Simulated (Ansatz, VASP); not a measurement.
# SiC in VASP and in Ansatz

```
CELL_PARAMETERS angstrom
2.97880 0.00000 0.00000
-1.48940 2.57971 0.00000
0.00000 0.00000 5.28021
ATOMIC_POSITIONS crystal
Si 0.33333 0.66667 0.00460
Si 0.66667 0.33333 0.50460
C 0.33333 0.66667 0.42525
C 0.66667 0.33333 0.92525
```

Alike in both runs: task single point; functional LDA; k mesh 12 × 12 × 6; occupations gaussian, width 0.05 eV; no spin polarisation.

|  | VASP | Ansatz |
| --- | --- | --- |
| version | VASP 6.6.1 | Ansatz 0.2.0 |
| potentials or method | VASP PAW LDA potentials, release 64 (Si, C), cutoff 520 eV | scalar-relativistic, plane waves, PAW |
| valence electrons in the cell | 16 | 16 |

```tsv
	VASP	Ansatz	Ansatz less VASP
gap on the k mesh at the Fermi level (eV)	2.24	2.26	+0.012
least direct gap on the mesh (eV)	4.15	4.16	+0.007
pressure (GPa)	13.6	13.3	-0.28
traceless stress, the component that is largest in VASP (GPa)	-31.00	-30.72	+0.277
rms of the force components (eV/Å)	1.316	1.309	-0.0067
```

Ansatz warns that its potentials were made for another functional, while VASP's fit it. LDA's correlation is that of Perdew and Zunger in VASP and of Perdew and Wang (1992) in Ansatz. Atom by atom the forces differ by 0.007 eV/Å (rms over components).
